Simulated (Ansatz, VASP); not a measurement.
One calculation of Os, two programs

```
Os
1.0
     0.00000    1.94500    1.90610
     1.94500    0.00000    1.90610
     1.94500    1.94500    0.00000
Os
1
Direct
  0.00000 0.00000 0.00000
```

Change from the starting cell: zz strain of -2 %, PAW files.

Alike in both runs: task electric field gradients; functional PBEsol; k mesh 14 × 14 × 14; occupations fermi-dirac, width 0.03 eV; no spin polarisation.

```csv
,VASP,Ansatz
version,VASP 6.6.1,Ansatz 0.2.0
potentials or method,"VASP PAW PBE potentials, release 64 (Os)","PAW with Ansatz's default frozen-core files, scalar-relativistic"
plane-wave cutoff (eV),520,420
valence electrons in the cell,8,16
```

|  | VASP | Ansatz | Ansatz less VASP |
| --- | --- | --- | --- |
| pressure (GPa) | -12.8 | -13.0 | -0.14 |
| traceless stress, the component that is largest in VASP (GPa) | 3.73 | 3.71 | -0.017 |
| size of Vzz on the site where it differs most (V/Å²) | 2.6 | 0.4 | -2.25 |

VASP's potentials were made for PBE, not for PBEsol. VASP's potentials hold 8 valence electrons a cell and Ansatz's 16, so a difference there can come from the potentials and not from the codes.

Spin-orbit coupling is off throughout.
